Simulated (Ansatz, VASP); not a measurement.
**C: VASP beside Ansatz**

```
C
1.0
     2.49732    0.00000    0.00000
     0.00000    3.53175    0.00000
     0.00000    0.00000   18.49730
C
6
Direct
  0.75000 0.09797 0.43956
  0.25000 0.90203 0.43956
  0.25000 0.60988 0.50000
  0.75000 0.39012 0.50000
  0.75000 0.09797 0.56044
  0.25000 0.90203 0.56044
```

Alike in both runs: functional LDA; k mesh 10 × 7 × 1; occupations fermi-dirac, width 0.02 eV; no spin polarisation.

Ansatz relaxed the structure, and its values are those at the end. VASP's run is a single point on that final structure, the one shown.

|  | VASP | Ansatz |
| --- | --- | --- |
| version | VASP 6.6.1 | Ansatz 0.2.0 |
| potentials or method | VASP PAW LDA potentials, release 64 (C) | PAW with Ansatz's default frozen-core files, scalar-relativistic |
| plane-wave cutoff (eV) | 520 | 420 |
| valence electrons in the cell | 24 | 24 |

Ansatz gave:

| Quantity | Value |
| --- | --- |
| rms of the force components (eV/Å) | 0.002 |

Question: Which values does VASP return?

Answer: rms of the force components (eV/Å): 0.029.

LDA's correlation is that of Perdew and Zunger in VASP and of Perdew and Wang (1992) in Ansatz. Ansatz's warnings: stress scf threshold loose.
